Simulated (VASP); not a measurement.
A run of VASP 6.6.1 is set up as follows.

File INCAR:

```
PREC     = Accurate       # precision mode
ENCUT    = 520            # plane-wave cutoff, eV
EDIFF    = 1E-6           # SCF threshold, eV
ISMEAR   = 1              # smearing method
SIGMA    = 0.05           # smearing width, eV
LREAL    = False          # projectors in reciprocal space
LASPH    = True           # aspherical terms in the spheres
NELM     = 80             # most SCF steps
ALGO     = Fast           # electronic algorithm
ISIF     = 2              # what is computed and relaxed
LWAVE    = False          # write WAVECAR
LCHARG   = True           # write CHGCAR
GGA      = PE             # functional
LELF     = True           # ELF
LVHAR    = True         
NBANDS   = 16             # bands
```

Contents of KPOINTS:

```
Automatic mesh
0
Gamma
  9 9 5
```

Contents of POSCAR:

```
Ir
1.0
    2.7513778946      0.0000000000      0.0000000000
   -1.3756889473      2.3827631521      0.0000000000
    0.0000000000      0.0000000000      4.4622900000
Ir
2
Direct
    0.3333333333      0.6666666667      0.2500000000
    0.6666666667      0.3333333333      0.7500000000
```

Potentials or basis: VASP PAW PBE potentials, release 64 (Ir).

Launch:

```sh
$ cat potpaw_PBE.64/Ir/POTCAR > POTCAR
$ mpirun -np 1 vasp_std > vasp.out
```

What does it give for the band gap on the k mesh?

Zero (band 9 reaches 10.82 eV, above the bottom of band 10 at 7.89 eV).

What does it give for the pressure?

-1.2 GPa.

Stress tensor (GPa, compression positive):
```
-0.84  0.00  0.00
 0.00 -0.84  0.00
 0.00  0.00 -1.77
```

Caveat: spin-orbit coupling is left out, which moves the levels of the heavy elements.
